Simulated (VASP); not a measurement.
A run of VASP 6.6.1 is set up as follows.

File INCAR:

```
PREC = Accurate
ENCUT = 520
EDIFF = 1E-6
ISMEAR = 0
SIGMA = 0.05
LREAL = False
LASPH = True
NELM = 100
ALGO = Normal
ISIF = 2
LWAVE = False
LCHARG = True
LELF = True
LVHAR = True
NBANDS = 46
```

The input KPOINTS:

```
Automatic mesh
0
Gamma
  8 6 6
```

File POSCAR:

```
GaN
1.0
   -3.1515767111      0.0000000000      0.0000000000
    0.0000000000      0.0000000000     -5.1382481593
    0.0000000000     -5.4586909876      0.0000000000
Ga N
4 4
Direct
    0.5000000000      0.0049009351      0.1718837031
    0.0000000000      0.0007710641      0.6614459166
    0.0000000000      0.5007710641      0.3385540834
    0.5000000000      0.5049009351      0.8281162969
    0.5000000000      0.6127143331      0.1674102941
    0.0000000000      0.6146307954      0.6659002001
    0.0000000000      0.1146307954      0.3340997999
    0.5000000000      0.1127143331      0.8325897059
```

Potentials or basis: VASP PAW LDA potentials, release 64 (Ga_d, N).

Command:

```bash
$ cat potpaw_LDA.64/Ga_d/POTCAR potpaw_LDA.64/N/POTCAR > POTCAR
$ mpirun -np 1 vasp_std > vasp.out
```

**Question.** What does it give for the pressure?

**Answer.** 1.9 GPa.

**Question.** Predict the largest force.

**Answer.** 1.215 eV/Å.

Forces on the atoms (eV/Å):
```
Ga   0.000  0.794  0.920
Ga   0.000 -0.831  0.483
Ga   0.000  0.831  0.483
Ga   0.000 -0.794  0.920
N    0.000  0.023 -0.664
N    0.000 -0.071 -0.738
N    0.000  0.071 -0.738
N    0.000 -0.023 -0.664
```

Caveat: the cell differs from its parent crystal (mode 11 frozen in at -0.030 Å and mode 13 at +0.055 Å (largest displacements)); forces of over 1 eV/Å act on the atoms, so gaps and moduli don't describe the material at rest.
